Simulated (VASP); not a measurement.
# CdTe (rocksalt type) (Fm-3m) in VASP: notebook

Runs on CdTe (rocksalt type). Level: PBE. Tasks: single point.

Everything below comes from runs of VASP 6.6.1. Logs are shortened: lines on timing, memory, paths and dates and some standing lists are left out, and cuts for length are marked.

### Step 1. The cell of the first run

It takes space group Fm-3m (No. 225, cubic). Conventional cell: a = 5.017 Å, b = 5.017 Å, c = 5.017 Å, α = 90.00°, β = 90.00°, γ = 90.00°. Within 3.3 Å of Cd (site symmetry m-3m) lie 6 Te at 2.51 Å. Within 3.3 Å of Te (site symmetry m-3m) lie 6 Cd at 2.51 Å.

### Step 2. Single point, PBE (volume scaled by 0.55)

INCAR

```
PREC = Accurate ; ENCUT = 520
EDIFF = 1E-6 ; ISMEAR = -1
SIGMA = 0.05 ; LREAL = False
LASPH = True ; NELM = 100
ALGO = Normal ; ISIF = 2
LWAVE = False ; LCHARG = False
GGA = PE ; NBANDS = 16
```

KPOINTS

```
Automatic mesh
0
Gamma
  11 11 11
```

POSCAR

```
CdTe
1.0
    0.0000000000      2.5087000820      2.5087000820
    2.5087000820      0.0000000000      2.5087000820
    2.5087000820      2.5087000820      0.0000000000
Cd Te
1 1
Direct
    0.0000000000      0.0000000000      0.0000000000
    0.5000000000      0.5000000000      0.5000000000
```

Potentials or basis: VASP PAW PBE potentials, release 64 (Cd, Te).

Launch:

```sh
cat potpaw_PBE.64/Cd/POTCAR potpaw_PBE.64/Te/POTCAR > POTCAR
mpirun -np 1 vasp_std > vasp.out
```

OUTCAR:

```text
PREC = Accurate
   ENCUT = 520
   EDIFF = 1E-6
   ISMEAR = -1
   LREAL = False
   LASPH = True
   NELM = 100
   ISIF = 2
   GGA = PE

 ion  position               nearest neighbor table
   1  0.000  0.000  0.000-   2 2.51   2 2.51   2 2.51   2 2.51   2 2.51   2 2.51
   2  0.500  0.500  0.500-   1 2.51   1 2.51   1 2.51   1 2.51   1 2.51   1 2.51

  LATTYP: Found a face centered cubic cell.
 ALAT       =     5.0174001640

  Lattice vectors:

 A1 = (   0.0000000000,   2.5087000820,   2.5087000820)
 A2 = (   2.5087000820,   0.0000000000,   2.5087000820)
 A3 = (   2.5087000820,   2.5087000820,   0.0000000000)

Analysis of symmetry for initial positions (statically):
=====================================================================
 Subroutine PRICEL returns:
 Original cell was already a primitive cell.

 Routine SETGRP: Setting up the symmetry group for a
 face centered cubic supercell.

 Subroutine GETGRP returns: Found 48 space group operations
 (whereof 48 operations were pure point group operations)
 out of a pool of 48 trial point group operations.

The static configuration has the point symmetry O_h .

Analysis of symmetry for dynamics (positions and initial velocities):
=====================================================================
 Subroutine PRICEL returns:
 Original cell was already a primitive cell.

 Routine SETGRP: Setting up the symmetry group for a
 face centered cubic supercell.

 Subroutine GETGRP returns: Found 48 space group operations
 (whereof 48 operations were pure point group operations)
 out of a pool of 48 trial point group operations.

The dynamic configuration has the point symmetry O_h .

 Subroutine INISYM returns: Found 48 space group operations
 (whereof 48 operations are pure point group operations),
 and found     1 'primitive' translations

----------------------------------------------------------------------------------------

                                     Primitive cell

  volume of cell :      31.5774

  direct lattice vectors                    reciprocal lattice vectors
     0.000000000  2.508700082  2.508700082    -0.199306407  0.199306407  0.199306407
     2.508700082  0.000000000  2.508700082     0.199306407 -0.199306407  0.199306407
     2.508700082  2.508700082  0.000000000     0.199306407  0.199306407 -0.199306407

  length of vectors
     3.547837680  3.547837680  3.547837680     0.345208823  0.345208823  0.345208823

  position of ions in fractional coordinates (direct lattice)
[... 72 lines left out ...]
   ICHARG =      2    charge: 1-file 2-atom 10-const
   ISPIN  =      1    spin polarized calculation?
   LNONCOLLINEAR =      F non collinear calculations
   LSORBIT =      F    spin-orbit coupling
   LASPH  =      T    aspherical Exc in radial PAW
   ENCUT  =  520.0 eV  38.22 Ry    6.18 a.u.   6.60  6.60  6.60*2*pi/ulx,y,z
   NELM   =    100;   NELMIN=  2; NELMDL= -5     # of ELM steps
   EDIFF  = 0.1E-05   stopping-criterion for ELM
   LREAL  =      F    real-space projection
   EDIFFG = 0.1E-04   stopping-criterion for IOM
   NSW    =      0    number of steps for IOM
   IBRION =     -1    ionic relax: 0-MD 1-quasi-New 2-CG
   NFREE  =      0    steps in history (QN), initial steepest desc. (CG)
   ISIF   =      2    stress and relaxation
   ISYM   =      2    0-nonsym 1-usesym 2-fastsym
   POTIM  = 0.5000    time-step for ionic-motion
   TEBEG  =    0.0;   TEEND  =   0.0 temperature during run
   PSTRESS=    0.0 pullay stress
   NELECT =      18.0000    total number of electrons
   NUPDOWN=      -1.0000    fix difference up-down
   EMIN   =  10.00;   EMAX   =-10.00  energy-range for DOS
   EFERMI =   0.00;   METHOD = LEGACY
   ISMEAR =    -1;   SIGMA  =   0.05  broadening in eV -4-tet -1-fermi 0-gaus
   EFERMI_NEDOS =   21; number of points for ismear=-14 and -15
   IALGO  =     38    algorithm
   IMIX   =      4    mixing-type and parameters
     AMIX     =   0.40;   BMIX     =  1.00
     AMIX_MAG =   1.60;   BMIX_MAG =  1.00
  volume/ion in A,a.u.               =      15.79       106.55
  Fermi-wavevector in a.u.,A,eV,Ry     =   1.357397  2.565109 25.069101  1.842527
  Thomas-Fermi vector in A             =   2.484319
   LORBIT       =      0    0 simple, 1 ext, 2 COOP (PROOUT), +10 PAW based schemes
   GGA     = PE    functional components
   LHFCALC =     F    Hartree Fock is set to
   AEXX    =    0.0000 exact exchange contribution
   IVDW    =     0    specifies the selected vdW correction
   LEPSILON=     F    determine dielectric tensor
   LRPA    =     F    only Hartree local field effects (RPA)
 non-spin polarized calculation
  energy-cutoff  :      520.00
  volume of cell :       31.58
 maximum number of plane-waves:       881
   NGX = 13   NGY = 13   NGZ = 13

 number of electron      17.9999994 magnetization

 Free energy of the ion-electron system (eV)
  ---------------------------------------------------
  ext. energy  EPLUGINS =         0.00000000
  ---------------------------------------------------
  free energy    TOTEN  =         1.10086378 eV

  energy without entropy =        1.10602250  energy(sigma->0) =        1.10344314

 E-fermi :  12.4841     XC(G=0): -12.7337

 val. band max:       12.4659213623   @ k =  -0.2727   0.1818   0.0000
 cond. band min:      12.5059252237   @ k =   0.3636   0.2727   0.0000
 fundamental gap:      0.0400038614
 Fermi energy:        12.4840685439

 k-point     1 :       0.0000    0.0000    0.0000
  band No.  band energies     occupation
      1      -5.0179      2.00000
      2       1.1094      2.00000
      3       1.1094      2.00000
      4       1.1198      2.00000
      5       1.1198      2.00000
      6       1.1198      2.00000
[... 433 lines left out ...]
      3       0.5751      2.00000
      4       0.9216      2.00000
      5       1.2972      2.00000
      6       1.4943      2.00000
[... 8 lines left out ...]
     15      22.9884      0.00000
     16      25.4287      0.00000

 [... further k-points ...]
[... 5 lines left out ...]
  --------------------------------------------------------------------------------------
  -------------------------------------------------------------------------------------
  Total       24.2435256     24.2435256     24.2435256     -0.0000000     -0.0000000      0.0000000
  in kB     1230.0708663   1230.0708663   1230.0708663     -0.0000000     -0.0000000      0.0000000
  external PRESSURE =    1230.0708663 kB  Pullay stress =       0.0000000 kB

 VOLUME and BASIS-vectors are now :
 -----------------------------------------------------------------------------
  energy-cutoff  :      520.00
  volume of cell :       31.58
      direct lattice vectors                 reciprocal lattice vectors
     0.000000000  2.508700082  2.508700082    -0.199306407  0.199306407  0.199306407
     2.508700082  0.000000000  2.508700082     0.199306407 -0.199306407  0.199306407
     2.508700082  2.508700082  0.000000000     0.199306407  0.199306407 -0.199306407

 POSITION                                       TOTAL-FORCE (eV/Angst)
 -----------------------------------------------------------------------------------
      0.00000      0.00000      0.00000        -0.000000     -0.000000      0.000000
      2.50870      2.50870      2.50870         0.000000      0.000000     -0.000000
 -----------------------------------------------------------------------------------
    total drift:                               -0.000000      0.000000      0.000000

  FREE ENERGIE OF THE ION-ELECTRON SYSTEM (eV)
  ---------------------------------------------------
  free  energy   TOTEN  =         1.1008637766 eV

  energy  without entropy=        1.1060225037  energy(sigma->0) =        1.10344314
```

OSZICAR:

```text
N       E                     dE             d eps       ncg     rms          rms(c)
DAV:   1     0.112449074640E+03    0.11245E+03   -0.94769E+03  1888   0.109E+03
DAV:   2     0.351802918904E+01   -0.10893E+03   -0.10342E+03  2136   0.265E+02
DAV:   3     0.736526376772E+00   -0.27815E+01   -0.27774E+01  2296   0.435E+01
DAV:   4     0.723474532537E+00   -0.13052E-01   -0.13051E-01  2160   0.309E+00
DAV:   5     0.723337416239E+00   -0.13712E-03   -0.13712E-03  2304   0.310E-01    0.237E+01
DAV:   6     0.105184207114E+01    0.32850E+00   -0.44874E-01  2176   0.125E+01    0.161E+01
DAV:   7     0.109533196580E+01    0.43490E-01   -0.24418E-01  2120   0.426E+00    0.208E+00
DAV:   8     0.110048386816E+01    0.51519E-02   -0.33404E-02  1952   0.276E+00    0.129E+00
DAV:   9     0.110084344118E+01    0.35957E-03   -0.43116E-03  2232   0.523E-01    0.106E-01
DAV:  10     0.110085912843E+01    0.15687E-04   -0.10924E-04  2216   0.160E-01    0.439E-02
DAV:  11     0.110086460077E+01    0.54723E-05   -0.19407E-05  2040   0.396E-02    0.994E-03
DAV:  12     0.110086377661E+01   -0.82416E-06   -0.17247E-06  2048   0.182E-02
   1 F= 0.11008638E+01 E0= 0.11034431E+01  d E =-.515873E-02
```

stdout:

```text
POSCAR found type information on POSCAR CdTe
 POSCAR found :  2 types and       2 ions
 scaLAPACK will be used
 LDA part: xc-table for (Slater+PW92), standard interpolation
 POSCAR, INCAR and KPOINTS ok, starting setup
 FFT: planning ... GRIDC
 FFT: planning ... GRID_SOFT
 FFT: planning ... GRID
 WAVECAR not read
 entering main loop
```

Wall time 16 s (1 thread of Intel Xeon 6975P-C, shared host); peak memory 0.18 GiB.

Results:

| Property | Result |
| --- | --- |
| Free energy | 1.1009 eV |
| Pressure | 123.0 GPa |
| Band gap on the k mesh | zero (band 9 reaches 12.87 eV, above the bottom of band 10 at 10.86 eV) |

Caveat: spin-orbit coupling is left out, which moves the levels of the heavy elements.

### Step 3. Single point, PBE (volume scaled by 0.64)

INCAR

```
PREC = Accurate ; ENCUT = 520
EDIFF = 1E-7 ; ISMEAR = -1
SIGMA = 0.05 ; LREAL = F
LASPH = T ; NELM = 80
ALGO = Normal ; ISIF = 2
LWAVE = F ; LCHARG = F
GGA = PE ; NBANDS = 16
```

KPOINTS

```
regular mesh
0
Gamma
  11 11 11
```

POSCAR

```
CdTe
1.0
    0.0000000000      2.6386867655      2.6386867655
    2.6386867655      0.0000000000      2.6386867655
    2.6386867655      2.6386867655      0.0000000000
Cd Te
1 1
Direct
    0.0000000000      0.0000000000      0.0000000000
    0.5000000000      0.5000000000      0.5000000000
```

Potentials or basis: VASP PAW PBE potentials, release 64 (Cd, Te).

Launch:

```sh
cat potpaw_PBE.64/Cd/POTCAR potpaw_PBE.64/Te/POTCAR > POTCAR
mpirun -np 1 vasp_std > vasp.out
```

Run time: 18 s. Hardware: 1 thread of Intel Xeon 6975P-C, shared host; peak memory 0.18 GiB.

Results (log left out):

* Free energy: -1.7971 eV
* Pressure: 63.5 GPa
* Band gap on the k mesh: zero (band 9 reaches 10.00 eV, above the bottom of band 10 at 8.15 eV)

Levels at points of the mesh, in eV from the Fermi level:
```csv
k point,band 7,band 8,band 9,band 10,band 11,band 12
"(0.00, 0.00, 0.00)",-1.15,-1.15,-1.15,3.30,6.77,7.08
```

Caveat: spin-orbit coupling is left out, which moves the levels of the heavy elements.

### Step 4. Single point, PBE (volume scaled by 0.64)

INCAR

```
SYSTEM = CdTe
PREC = Accurate
ENCUT = 520
EDIFF = 1E-6
ISMEAR = -1
SIGMA = 0.05
LREAL = .FALSE.
LASPH = .TRUE.
NELM = 80
ALGO = Normal
ISIF = 2
LWAVE = .FALSE.
LCHARG = .FALSE.
GGA = PE
NBANDS = 16
```

KPOINTS

```
regular mesh
0
G
  11 11 11
  0 0 0
```

POSCAR is that of step 3.

Launch:

```sh
cat potpaw_PBE.64/Cd/POTCAR potpaw_PBE.64/Te/POTCAR > POTCAR
mpirun -np 1 vasp_std > vasp.out
```

It took 19 s on 1 thread of Intel Xeon 6975P-C, shared host; peak memory 0.18 GiB.

It converged, with:

```
Free energy            : -1.7971 eV
Pressure               : 63.5 GPa
Band gap on the k mesh : zero (band 9 reaches 10.00 eV, above the bottom of band 10 at 8.15 eV)
```

Levels at points of the mesh, in eV from the Fermi level:
```tsv
k point	band 6	band 7	band 8	band 9	band 10	band 11	band 12	band 13
(0.00, 0.00, 0.00)	-10.18	-1.15	-1.15	-1.15	3.30	6.77	7.08	7.08
```

Caveat: spin-orbit coupling is left out, which moves the levels of the heavy elements.

### Step 5. Single point, PBE (volume scaled by 0.72)

INCAR

```
PREC = Accurate ; ENCUT = 520
EDIFF = 1E-6 ; ISMEAR = -1
SIGMA = 0.05 ; LREAL = F
LASPH = T ; NELM = 100
ALGO = Normal ; ISIF = 2
LWAVE = F ; LCHARG = F
GGA = PE ; NBANDS = 16
```

KPOINTS

```
regular mesh
0
Gamma
  11 11 11
```

POSCAR

```
CdTe
1.0
    0.0000000000      2.7443448275      2.7443448275
    2.7443448275      0.0000000000      2.7443448275
    2.7443448275      2.7443448275      0.0000000000
Cd Te
1 1
Direct
    0.0000000000      0.0000000000      0.0000000000
    0.5000000000      0.5000000000      0.5000000000
```

Launch:

```sh
cat potpaw_PBE.64/Cd/POTCAR potpaw_PBE.64/Te/POTCAR > POTCAR
mpirun -np 1 vasp_std > vasp.out
```

Wall time 24 s (1 thread of Intel Xeon 6975P-C, shared host); peak memory 0.19 GiB.

Results (log left out):

```
Free energy            : -3.1722 eV
Pressure               : 35.1 GPa
Band gap on the k mesh : zero (band 9 reaches 8.08 eV, above the bottom of band 10 at 6.40 eV)
```

Levels at points of the mesh, in eV from the Fermi level:
```
           k point  band 6  band 7  band 8  band 9  band 10  band 11  band 12  band 13
(0.00, 0.00, 0.00)   -9.45   -0.92   -0.92   -0.92     2.29     7.11     7.11     7.11
```

Caveat: spin-orbit coupling is left out, which moves the levels of the heavy elements.

(Part 1 of 2 ends here.)
